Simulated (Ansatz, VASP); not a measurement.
## Se in VASP and in Ansatz

```
Se
1.0
     0.00000    2.60148    2.60148
     2.60148    0.00000    2.60148
     2.60148    2.60148    0.00000
Se
2
Direct
  0.87500 0.87500 0.87500
  0.12500 0.12500 0.12500
```

Change from the starting cell: volume scaled by 0.6, LAPW.

Alike in both runs: task single point; functional LDA; k mesh 11 × 11 × 11; occupations fermi-dirac, width 0.08 eV; no spin polarisation.

```csv
,VASP,Ansatz
version,VASP 6.6.1,Ansatz 0.2.0
potentials or method,"VASP PAW LDA potentials, release 64 (Se), cutoff 520 eV","all-electron LAPW, scalar-relativistic"
```

```tsv
	VASP	Ansatz	Ansatz less VASP
pressure (GPa)	65.5	64.4	-1.04
```

LDA's correlation is that of Perdew and Zunger in VASP and of Perdew and Wang (1992) in Ansatz. Both programs put the cell under a high pressure, so it lies far from rest at this level. Ansatz ran all-electron here, and VASP with PAW potentials.

Noted on VASP's run: the cell as given lies far from equilibrium.
